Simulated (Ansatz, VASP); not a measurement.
## One calculation of Al4Co, two programs

```xyz
5
Lattice="4.5066 0.0000 0.0000 0.0000 4.5066 0.0000 0.0000 0.0000 4.5066" Properties=species:S:1:pos:R:3 pbc="T T T"
Al    2.2533    0.0000    0.0000
Al    0.0000    2.2533    0.0000
Al    0.0000    0.0000    2.2533
Al    2.2533    2.2533    2.2533
Co    0.0000    0.0000    0.0000
```

Alike in both runs: functional PBE; k mesh 8 × 8 × 8; occupations gaussian, width 0.1 eV; no spin polarisation.

Ansatz relaxed the structure, and its values are those at the end. VASP's run is a single point on that final structure, the one shown.

|  | VASP | Ansatz |
| --- | --- | --- |
| version | VASP 6.6.1 | Ansatz 0.2.0 |
| potentials or method | VASP PAW PBE potentials, release 64 (Al, Co), cutoff 520 eV | scalar-relativistic, plane waves, PAW |
| valence electrons in the cell | 21 | 29 |

```csv
,VASP,Ansatz,Ansatz less VASP
gap on the k mesh at the Fermi level (eV),none,none,-
pressure (GPa),-0.1,0.0,+0.06
```

A gap of «none» marks a metal or a gap that the smearing closes. VASP's potentials hold 21 valence electrons a cell and Ansatz's 29, so a difference there can come from the potentials and not from the codes.
